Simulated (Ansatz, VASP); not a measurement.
**Li2Se: VASP beside Ansatz**

INCAR

```
PREC     = Accurate       # precision mode
ENCUT    = 750            # plane-wave cutoff, eV
EDIFF    = 1E-6           # SCF threshold, eV
ISMEAR   = 0              # smearing method
SIGMA    = 0.01           # smearing width, eV
LREAL    = False          # projectors in reciprocal space
LASPH    = True           # aspherical terms in the spheres
NELM     = 120            # most SCF steps
ALGO     = Normal         # electronic algorithm
ISIF     = 2              # what is computed and relaxed
LWAVE    = False          # write WAVECAR
LCHARG   = False          # write CHGCAR
GGA      = PS             # functional
NBANDS   = 13             # bands
GGA_COMPAT= False
```

The input KPOINTS:

```
Automatic mesh
0
Gamma
  8 8 8
```

The input POSCAR:

```
Li2Se
1.0
    2.9216806428      2.9216806428      0.0000000000
   -2.9216806428      2.9216806428      0.0000000000
    0.0000000000      2.9216806428      2.9216806428
Li Se
2 1
Direct
    0.2500000000      0.7500000000      0.5000000000
    0.7500000000      0.2500000000      0.5000000000
    0.0000000000      0.0000000000      0.0000000000
```

Input for Ansatz:

```yaml
crystal:
  lattice:
    - [2.9216806428, 2.9216806428, 0.0]
    - [-2.9216806428, 2.9216806428, 0.0]
    - [0.0, 2.9216806428, 2.9216806428]
  atoms:
    - { symbol: Li, position: [0.25, 0.75, 0.5] }
    - { symbol: Li, position: [0.75, 0.25, 0.5] }
    - { symbol: Se, position: [0.0, 0.0, 0.0] }
kpoints:
  mp_grid: { grid: [8, 8, 8] }
scf:
  occupations: { method: fixed }
  convergence: { dr2_threshold: 1.0e-10 }
hamiltonian:
  xc: pbesol
  pseudopotentials: { kind: all_electron, lapw: { basis_error: 0.0005 } }
output:
  forces: true
  stress: true
  eigenstates:
    kpoints:
      - [0.0, 0.0, 0.0]
      - [-0.5, 0.5, 0.0]
      - [-0.5, -0.5, -0.5]
      - [0.0, 0.0, -0.5]
      - [0.0, -0.5, -0.5]
      - [0.0, 0.5, 0.0]
      - [-0.5, 0.0, 0.0]
      - [-0.5, 0.0, -0.5]
  eigenvalues: true
```

Alike in both runs: task single point; functional PBEsol; k mesh 8 × 8 × 8; no spin polarisation.

|  | VASP | Ansatz |
| --- | --- | --- |
| version | VASP 6.6.1 | Ansatz 0.2.0 |
| potentials or method | VASP PAW PBE potentials, release 64 (Li_sv, Se), cutoff 750 eV | all-electron LAPW, scalar-relativistic |
| occupations | gaussian, width 0.01 eV | fixed |

```tsv
	VASP	Ansatz	Ansatz less VASP
gap on the k mesh at the Fermi level (eV)	2.76	2.76	+0.009
pressure (GPa)	2.0	2.0	-0.03
```

VASP's potentials were made for PBE, not for PBEsol. Ansatz ran all-electron here, and VASP with PAW potentials.
